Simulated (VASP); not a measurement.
Runs of VASP 6.6.1 on BeS. The structure is that of space group F-43m (No. 216), or close to it. The cells are those of the table. 

```csv
level,cell,k mesh,smearing,grid for exact exchange (PRECFOCK),screening parameter,gap on the mesh (eV),pressure (GPa)
HSE06,"a = 3.443, b = 3.431, c = 3.431 Å, angles 60.2, 59.9, 59.9°, 2 atoms",6 × 6 × 6,gaussian 0.01 eV,Normal,0.2079 1/Å,4.00,-0.4
PBE,"a = 3.428, b = 3.428, c = 3.413 Å, angles 60.1, 60.1, 59.7°, 2 atoms",10 × 10 × 10,fermi-dirac 0.02 eV,-,-,3.06,(a)
r2SCAN,"a = 3.443, b = 3.431, c = 3.431 Å, angles 60.2, 59.9, 59.9°, 2 atoms",10 × 10 × 10,gaussian 0.01 eV,-,-,3.53,(c)
r2SCAN,"a = 3.428, b = 3.428, c = 3.413 Å, angles 60.1, 60.1, 59.7°, 2 atoms",10 × 10 × 10,gaussian 0.01 eV,-,-,3.52,2.0
HSE06,"a = 3.428, b = 3.428, c = 3.413 Å, angles 60.1, 60.1, 59.7°, 2 atoms",6 × 6 × 6,gaussian 0.01 eV,Normal,0.2079 1/Å,4.00,(b)
PBE,"a = 3.443, b = 3.431, c = 3.431 Å, angles 60.2, 59.9, 59.9°, 2 atoms",10 × 10 × 10,fermi-dirac 0.02 eV,-,-,3.07,1.1
```

Alike in all rows: task single point; potentials or basis VASP PAW PBE potentials, release 64 (Be, S); no spin polarisation; cutoff (eV) 520.

Problem. Fill in the values left out.

Solution. (a) 2.2; (b) 0.7; (c) 0.9.

Caveats: the PAW data sets were made with another functional, which shifts forces and pressure a little (some runs).

A k mesh can miss the band edges.
